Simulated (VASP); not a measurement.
Set up this calculation in VASP 6.6.1, as the native input.

| Quantity | Value |
| --- | --- |
| Task | single point |
| Functional | PBEsol |
| Potentials or basis | VASP PAW PBE potentials, release 64 (B, As) |
| Cutoff | 520 eV |
| k mesh | 12 × 12 × 1 |
| Occupations | gaussian, width 0.05 eV |
| Spin | no spin polarisation |
| Dipole correction | yes |
| Further INCAR settings | ALGO = Normal; EDIFF = 1e-07; NBANDS = 28 |

The structure of B5As4 lies in POSCAR:

```
B5As4
1.0
    3.3713973180      0.0000000000      0.0000000000
    0.0000000000      3.3713973180      0.0000000000
    0.0000000000      0.0000000000     24.5357516225
B As
5 4
Direct
    0.5000000000      0.5000000000      0.3056763907
    0.0000000000      0.0000000000      0.4028381954
    0.5000000000      0.5000000000      0.5000000000
    0.0000000000      0.0000000000      0.5971618046
    0.5000000000      0.5000000000      0.6943236093
    0.5000000000      0.0000000000      0.3542572931
    0.0000000000      0.5000000000      0.4514190977
    0.5000000000      0.0000000000      0.5485809023
    0.0000000000      0.5000000000      0.6457427069
```

One way to write it, as run:

INCAR

```
SYSTEM = B5As4
ALGO = Normal
DIPOL = 0.5 0.5 0.500
EDIFF = 1E-7
ENCUT = 520
GGA = PS
IDIPOL = 3
ISIF = 2
ISMEAR = 0
LASPH = .TRUE.
LCHARG = .TRUE.
LDIPOL = .TRUE.
LELF = .TRUE.
LREAL = .FALSE.
LVACPOTAV = .TRUE.
LVHAR = .TRUE.
LWAVE = .FALSE.
NBANDS = 28
NELM = 60
PREC = Accurate
SIGMA = 0.05
```

KPOINTS

```
k-points
0
G
  12 12 1
  0 0 0
```

Potentials or basis: VASP PAW PBE potentials, release 64 (B, As).

Run with:

```console
$ cat potpaw_PBE.64/B/POTCAR potpaw_PBE.64/As/POTCAR > POTCAR
$ mpirun -np 1 vasp_std > vasp.out
```

Results of the run:

```
Largest force          : 1.373 eV/Å
Band gap on the k mesh : zero (an odd number of electrons rules out a gap without spin polarisation)
```

Caveat: the PAW data sets were made with another functional, which shifts forces and pressure a little; an odd number of electrons without spin polarisation forces a metal; a magnetic or distorted state may lie lower.

It took 4 min on 1 thread of Intel(R) Xeon(R) 6975P-C (Granite Rapids), on a shared host, peak memory 0.48 GiB.
